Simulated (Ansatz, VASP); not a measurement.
## Two plane-wave programs on Ni

```
Ni
1.0
     0.00000    2.58368    2.58368
     2.58368    0.00000    2.58368
     2.58368    2.58368    0.00000
Ni
2
Direct
  0.12500 0.12500 0.12500
  0.87500 0.87500 0.87500
```

Alike in both runs: task single point; functional PBE; k mesh 17 × 17 × 17; occupations fermi-dirac, width 0.05 eV; collinear spin.

```csv
,VASP,Ansatz
version,VASP 6.6.1,Ansatz 0.2.0
potentials or method,"VASP PAW PBE potentials, release 64 (Ni), cutoff 520 eV","plane waves (420 eV) with PAW, scalar-relativistic"
valence electrons in the cell,20,36
```

Ansatz gave:

```
pressure (GPa)                                                : -3.3
net moment per atom (μB)                                      : 0.80
size of the moment on the site where the two differ most (μB) : 0.84
```

Task: What did VASP give for the same quantities?

Result: Pressure (GPa): -2.9; net moment per atom (μB): 0.79; size of the moment on the site where the two differ most (μB): 0.80.

Site moments also hang on the region over which each program counts them. VASP's potentials hold 20 valence electrons a cell and Ansatz's 36, so a difference there can come from the potentials and not from the codes.
